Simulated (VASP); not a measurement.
# PC (P6_3mc) in VASP: single point with PBE

Aim: the single point of PC with PBE.

Program: VASP 6.6.1. These are calculated values, not measurements. Logs are shortened: lines on timing, memory, paths and dates and some standing lists are left out, and cuts for length are marked.

### 1 The cell of the first run

Symmetry: P6_3mc, No. 186, hexagonal system. The conventional cell has a = 3.008 Å, b = 3.008 Å, c = 5.167 Å, α = 90.00°, β = 90.00°, γ = 120.00°. P (site symmetry 3m) has 4 C at 1.82 to 1.90 Å within 2.4 Å. C (site symmetry 3m) has 4 P at 1.82 to 1.90 Å within 2.4 Å.

### 2 Single point, PBE

INCAR

```
SYSTEM = PC
PREC = Accurate
ENCUT = 600
EDIFF = 1E-6
ISMEAR = 0
SIGMA = 0.2
LREAL = .FALSE.
LASPH = .TRUE.
NELM = 120
ALGO = Normal
ISIF = 2
LWAVE = .FALSE.
LCHARG = .FALSE.
GGA = PE
NBANDS = 17
GGA_COMPAT = .FALSE.
```

KPOINTS

```
regular mesh
0
G
  6 6 3
  0 0 0
```

POSCAR

```
PC
1.0
    3.0080940775      0.0000000023      0.0000000000
   -1.5040470407      2.6050858869      0.0000000000
    0.0000000000      0.0000000000      5.1665158968
P C
2 2
Direct
    0.3333333333      0.6666666667      0.0163253972
    0.6666666667      0.3333333333      0.5163253972
    0.3333333333      0.6666666667      0.3686745928
    0.6666666667      0.3333333333      0.8686745928
```

Potentials or basis: VASP PAW PBE potentials, release 64 (P, C).

On the command line:

```
$ cat potpaw_PBE.64/P/POTCAR potpaw_PBE.64/C/POTCAR > POTCAR
$ mpirun -np 1 vasp_std > vasp.out
```

OUTCAR:

```text
SYSTEM = PC
   PREC = Accurate
   ENCUT = 600
   EDIFF = 1E-6
   ISMEAR = 0
   LREAL = .FALSE.
   LASPH = .TRUE.
   NELM = 120
   ISIF = 2
   GGA = PE

 ion  position               nearest neighbor table
   1  0.333  0.667  0.016-   3 1.82   4 1.90   4 1.90   4 1.90
   2  0.667  0.333  0.516-   4 1.82   3 1.90   3 1.90   3 1.90
   3  0.333  0.667  0.369-   1 1.82   2 1.90   2 1.90   2 1.90
   4  0.667  0.333  0.869-   2 1.82   1 1.90   1 1.90   1 1.90

  LATTYP: Found a hexagonal cell.
 ALAT       =     3.0080940775
 C/A-ratio  =     1.7175380037

  Lattice vectors:

 A1 = (   3.0080940775,   0.0000000023,   0.0000000000)
 A2 = (  -1.5040470407,   2.6050858869,   0.0000000000)
 A3 = (   0.0000000000,   0.0000000000,   5.1665158968)

Analysis of symmetry for initial positions (statically):
=====================================================================
 Subroutine PRICEL returns:
 Original cell was already a primitive cell.

 Routine SETGRP: Setting up the symmetry group for a
 hexagonal supercell.

 Subroutine GETGRP returns: Found 12 space group operations
 (whereof  6 operations were pure point group operations)
 out of a pool of 24 trial point group operations.

The static configuration has the point symmetry C_3v.
 The point group associated with its full space group is C_6v.

Analysis of symmetry for dynamics (positions and initial velocities):
=====================================================================
 Subroutine PRICEL returns:
 Original cell was already a primitive cell.

 Routine SETGRP: Setting up the symmetry group for a
 hexagonal supercell.

 Subroutine GETGRP returns: Found 12 space group operations
 (whereof  6 operations were pure point group operations)
 out of a pool of 24 trial point group operations.

The dynamic configuration has the point symmetry C_3v.
 The point group associated with its full space group is C_6v.

 Subroutine INISYM returns: Found 12 space group operations
 (whereof  6 operations are pure point group operations),
 and found     1 'primitive' translations

----------------------------------------------------------------------------------------

                                     Primitive cell

  volume of cell :      40.4866

  direct lattice vectors                    reciprocal lattice vectors
     3.008094078  0.000000002  0.000000000     0.332436411  0.191932252  0.000000000
    -1.504047041  2.605085887  0.000000000    -0.000000000  0.383864503  0.000000000
     0.000000000  0.000000000  5.166515897     0.000000000  0.000000000  0.193554035

  length of vectors
     3.008094078  3.008094077  5.166515897     0.383864503  0.383864503  0.193554035

  position of ions in fractional coordinates (direct lattice)
     0.333333333  0.666666667  0.016325397
     0.666666667  0.333333333  0.516325397
     0.333333333  0.666666667  0.368674593
     0.666666667  0.333333333  0.868674593

  ion indices of the primitive-cell ions
   primitive index   ion index
                 1           1
                 2           2
                 3           3
                 4           4

----------------------------------------------------------------------------------------

 KPOINTS: regular mesh

Automatic generation of k-mesh.
 Grid dimensions read from file:
 generate k-points for:    6    6    3

 Generating k-lattice:

  Cartesian coordinates                     Fractional coordinates (reciprocal lattice)
     0.055406069  0.031988709  0.000000000     0.166666667  0.000000000  0.000000000
    -0.000000000  0.063977417  0.000000000     0.000000000  0.166666667  0.000000000
     0.000000000  0.000000000  0.064518012     0.000000000  0.000000000  0.333333333

  Length of vectors
     0.063977417  0.063977417  0.064518012

  Shift w.r.t. Gamma in fractional coordinates (k-lattice)
     0.000000000  0.000000000  0.000000000

 Subroutine IBZKPT returns following result:
 ===========================================

 Found     14 irreducible k-points:

 Following reciprocal coordinates:
            Coordinates               Weight
  0.000000  0.000000  0.000000      1.000000
  0.166667  0.000000  0.000000      6.000000
  0.333333  0.000000  0.000000      6.000000
  0.500000 -0.000000  0.000000      3.000000
  0.166667  0.166667  0.000000      6.000000
  0.333333  0.166667  0.000000     12.000000
  0.333333  0.333333  0.000000      2.000000
  0.000000  0.000000  0.333333      2.000000
  0.166667  0.000000  0.333333     12.000000
  0.333333  0.000000  0.333333     12.000000
  0.500000 -0.000000  0.333333      6.000000
  0.166667  0.166667  0.333333     12.000000
  0.333333  0.166667  0.333333     24.000000
  0.333333  0.333333  0.333333      4.000000
   k-points           NKPTS =     14   k-points in BZ     NKDIM =     14   number of bands    NBANDS=     17
   number of dos      NEDOS =    301   number of ions     NIONS =      4
   total plane-waves  NPLWV =  24192
   dimension x,y,z NGX =    24 NGY =   24 NGZ =   42
   dimension x,y,z NGXF=    48 NGYF=   48 NGZF=   84
   ions per type =               2   2
   NGX,Y,Z   is equivalent  to a cutoff of  13.26, 13.26, 13.51 a.u.
   NGXF,Y,Z  is equivalent  to a cutoff of  26.53, 26.53, 27.03 a.u.
 SYSTEM =  PC
   PREC   = accura    normal or accurate (medium, high low for compatibility)
   ISTART =      0    job   : 0-new  1-cont  2-samecut
   ICHARG =      2    charge: 1-file 2-atom 10-const
   ISPIN  =      1    spin polarized calculation?
   LNONCOLLINEAR =      F non collinear calculations
   LSORBIT =      F    spin-orbit coupling
   LASPH  =      T    aspherical Exc in radial PAW
   ENCUT  =  600.0 eV  44.10 Ry    6.64 a.u.   6.01  6.01 10.32*2*pi/ulx,y,z
   NELM   =    120;   NELMIN=  2; NELMDL= -5     # of ELM steps
   EDIFF  = 0.1E-05   stopping-criterion for ELM
   LREAL  =      F    real-space projection
   EDIFFG = 0.1E-04   stopping-criterion for IOM
   NSW    =      0    number of steps for IOM
   IBRION =     -1    ionic relax: 0-MD 1-quasi-New 2-CG
   NFREE  =      0    steps in history (QN), initial steepest desc. (CG)
   ISIF   =      2    stress and relaxation
   ISYM   =      2    0-nonsym 1-usesym 2-fastsym
   POTIM  = 0.5000    time-step for ionic-motion
   TEBEG  =    0.0;   TEEND  =   0.0 temperature during run
   PSTRESS=    0.0 pullay stress
   NELECT =      18.0000    total number of electrons
   NUPDOWN=      -1.0000    fix difference up-down
   EMIN   =  10.00;   EMAX   =-10.00  energy-range for DOS
   EFERMI =   0.00;   METHOD = LEGACY
   ISMEAR =     0;   SIGMA  =   0.20  broadening in eV -4-tet -1-fermi 0-gaus
   EFERMI_NEDOS =   21; number of points for ismear=-14 and -15
   IALGO  =     38    algorithm
   IMIX   =      4    mixing-type and parameters
     AMIX     =   0.40;   BMIX     =  1.00
     AMIX_MAG =   1.60;   BMIX_MAG =  1.00
  volume/ion in A,a.u.               =      10.12        68.30
  Fermi-wavevector in a.u.,A,eV,Ry     =   1.249478  2.361171 21.241349  1.561195
  Thomas-Fermi vector in A             =   2.383517
   LORBIT       =      0    0 simple, 1 ext, 2 COOP (PROOUT), +10 PAW based schemes
   GGA     = PE    functional components
   LHFCALC =     F    Hartree Fock is set to
   AEXX    =    0.0000 exact exchange contribution
   IVDW    =     0    specifies the selected vdW correction
   LEPSILON=     F    determine dielectric tensor
   LRPA    =     F    only Hartree local field effects (RPA)
 non-spin polarized calculation
 Gauss-broadening in eV      SIGMA  =   0.20
  energy-cutoff  :      600.00
  volume of cell :       40.49
 maximum number of plane-waves:      1392
   NGX = 13   NGY = 13   NGZ = 21

 number of electron      18.0000001 magnetization

 Free energy of the ion-electron system (eV)
  ---------------------------------------------------
  ext. energy  EPLUGINS =         0.00000000
  ---------------------------------------------------
  free energy    TOTEN  =       -25.52662761 eV

  energy without entropy =      -25.48491922  energy(sigma->0) =      -25.50577342

 E-fermi :  11.4642     XC(G=0): -11.8103

 val. band max:       11.4445406919   @ k =   0.3333   0.0000   0.3333
 cond. band min:      11.6079415208   @ k =   0.1667   0.1667   0.0000
 fundamental gap:      0.1634008289
 Fermi energy:        11.4642402207

 k-point     1 :       0.0000    0.0000    0.0000
  band No.  band energies     occupation
      1      -8.9881      2.00000
      2      -5.5051      2.00000
      3      -2.6420      2.00000
      4       6.1310      2.00000
      5       6.1561      2.00000
      6       6.1561      2.00000
[... 9 lines left out ...]
     16      18.5920      0.00000
     17      19.2543      0.00000

 k-point     2 :       0.1667    0.0000    0.0000
  band No.  band energies     occupation
      1      -8.4896      2.00000
      2      -5.0200      2.00000
      3      -2.2995      2.00000
      4       3.7461      2.00000
      5       5.3986      2.00000
      6       5.7339      2.00000
[... 9 lines left out ...]
     16      17.2745      0.00000
     17      18.0726      0.00000

 k-point     3 :       0.3333    0.0000    0.0000
  band No.  band energies     occupation
      1      -7.0597      2.00000
      2      -3.6666      2.00000
      3      -1.9444      2.00000
      4       0.9301      2.00000
      5       2.4549      2.00000
      6       4.3606      2.00000
[... 9 lines left out ...]
     16      19.0148      0.00000
     17      19.3615      0.00000

 k-point     4 :       0.5000   -0.0000    0.0000
  band No.  band energies     occupation
      1      -5.5211      2.00000
      2      -3.6001      2.00000
      3      -1.8414      2.00000
      4       0.1369      2.00000
      5       1.0234      2.00000
      6       3.2812      2.00000
[... 9 lines left out ...]
     16      20.0697      0.00000
     17      20.8496      0.00000
[... 143 lines left out ...]
      1      -7.0189      2.00000
      2      -5.5895      2.00000
      3       0.0005      2.00000
      4       2.1347      2.00000
      5       2.7308      2.00000
      6       4.0010      2.00000
[... 9 lines left out ...]
     16      17.6784      0.00000
     17      19.0328      0.00000

 k-point    13 :       0.3333    0.1667    0.3333
  band No.  band energies     occupation
      1      -5.3176      2.00000
      2      -4.0763      2.00000
      3      -1.5885      2.00000
      4      -0.2898      2.00000
      5       2.3847      2.00000
      6       3.2487      2.00000
[... 9 lines left out ...]
     16      19.0222      0.00000
     17      20.3234      0.00000

 k-point    14 :       0.3333    0.3333    0.3333
  band No.  band energies     occupation
      1      -3.8913      2.00000
      2      -3.8913      2.00000
      3      -1.3853      2.00000
      4      -1.3853      2.00000
      5       1.1188      2.00000
      6       2.3996      2.00000
[... 9 lines left out ...]
     16      18.8842      0.00000
     17      19.7526      0.00000

------------------------ aborting loop because EDIFF is reached ----------------------------------------

  FORCE on cell =-STRESS in cart. coord.  units (eV):
  Direction    XX          YY          ZZ          XY          YZ          ZX
  --------------------------------------------------------------------------------------
  -------------------------------------------------------------------------------------
  Total       -0.2352309     -0.2352309     -0.1427265     -0.0000000      0.0000000      0.0000000
  in kB       -9.3088019     -9.3088019     -5.6481201     -0.0000000      0.0000000      0.0000000
  external PRESSURE =      -8.0885746 kB  Pullay stress =       0.0000000 kB

 VOLUME and BASIS-vectors are now :
 -----------------------------------------------------------------------------
  energy-cutoff  :      600.00
  volume of cell :       40.49
      direct lattice vectors                 reciprocal lattice vectors
     3.008094078  0.000000002  0.000000000     0.332436411  0.191932252  0.000000000
    -1.504047041  2.605085887  0.000000000    -0.000000000  0.383864503  0.000000000
     0.000000000  0.000000000  5.166515897     0.000000000  0.000000000  0.193554035

 POSITION                                       TOTAL-FORCE (eV/Angst)
 -----------------------------------------------------------------------------------
     -0.00000      1.73672      0.08435         0.000000     -0.000000      0.012307
      1.50405      0.86836      2.66760         0.000000      0.000000      0.012307
     -0.00000      1.73672      1.90476         0.000000     -0.000000     -0.012307
      1.50405      0.86836      4.48802         0.000000      0.000000     -0.012307
 -----------------------------------------------------------------------------------
    total drift:                               -0.000000      0.000000     -0.000265

  FREE ENERGIE OF THE ION-ELECTRON SYSTEM (eV)
  ---------------------------------------------------
  free  energy   TOTEN  =       -25.5266276098 eV

  energy  without entropy=      -25.4849192237  energy(sigma->0) =      -25.50577342
```

It took 4.4 s on 1 thread of Intel Xeon 6975P-C (Granite Rapids), shared host; peak memory 0.15 GiB.

What came out:

- Free energy: -25.5266 eV
- Pressure: -0.8 GPa
- Largest force: 0.012 eV/Å
- Band gap on the k mesh: zero (band 9 reaches 12.11 eV, above the bottom of band 10 at 10.43 eV)

Forces in eV/Å, atoms in the order of the input:
```
P    0.000  0.000  0.012
P    0.000  0.000  0.012
C    0.000  0.000 -0.012
C    0.000  0.000 -0.012
```

Levels at points of the mesh, in eV from the Fermi level:
```tsv
k point	band 6	band 7	band 8	band 9	band 10	band 11	band 12	band 13
(0.00, 0.00, 0.00)	-5.31	-3.60	-3.60	0.25	0.43	1.00	1.00	2.61
(0.50, 0.00, 0.00)	-8.18	-7.51	-5.30	-1.32	-0.16	1.69	1.69	4.02
```

Caveat: the k points lie up to 0.41 Å⁻¹ apart.
